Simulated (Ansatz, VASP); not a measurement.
# Two plane-wave programs on F

```
CELL_PARAMETERS angstrom
0.00000 2.43708 2.43708
2.43708 0.00000 2.43708
2.43708 2.43708 0.00000
ATOMIC_POSITIONS crystal
F 0.00000 0.00000 0.00000
F 0.25000 0.25000 0.25000
```

Alike in both runs: functional PBE; k mesh 16 × 16 × 16; occupations fermi-dirac, width 0.05 eV; no spin polarisation.

Ansatz relaxed the structure, and its values are those at the end. VASP's run is a single point on that final structure, the one shown.

|  | VASP | Ansatz |
| --- | --- | --- |
| version | VASP 6.6.1 | Ansatz 0.2.0 |
| potentials or method | VASP PAW PBE potentials, release 64 (F) | PAW with Ansatz's default frozen-core files, scalar-relativistic |
| plane-wave cutoff (eV) | 520 | 420 |
| valence electrons in the cell | 14 | 14 |

```csv
,VASP,Ansatz,Ansatz less VASP
pressure (GPa),-0.6,0.0,+0.57
```
